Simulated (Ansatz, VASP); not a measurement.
SnC2 in VASP and in Ansatz

```
Sn C
1.0
     0.00000    3.38107    3.38107
     3.38107    0.00000    3.38107
     3.38107    3.38107    0.00000
Sn C
2 4
Direct
  0.50000 0.50000 0.50000
  0.75000 0.75000 0.75000
  0.12500 0.12500 0.12500
  0.62500 0.12500 0.12500
  0.12500 0.12500 0.62500
  0.12500 0.62500 0.12500
```

Change from the starting cell: species swapped into the ZrNi2 type (Fd-3m, No. 227).

Alike in both runs: functional PBE; k mesh 10 × 10 × 10; occupations gaussian, width 0.1 eV; no spin polarisation.

Ansatz relaxed the structure, and its values are those at the end. VASP's run is a single point on that final structure, the one shown.

```csv
,VASP,Ansatz
version,VASP 6.6.1,Ansatz 0.2.0
potentials or method,"VASP PAW PBE potentials, release 64 (Sn_d, C), cutoff 520 eV","scalar-relativistic, plane waves, PAW"
valence electrons in the cell,44,44
```

|  | VASP | Ansatz | Ansatz less VASP |
| --- | --- | --- | --- |
| gap on the k mesh at the Fermi level (eV) | none | none | - |
| pressure (GPa) | -0.1 | 0.0 | +0.02 |

A gap of «none» marks a metal or a gap that the smearing closes. With one functional, cell and mesh, what is left measures potentials, basis and numerics.
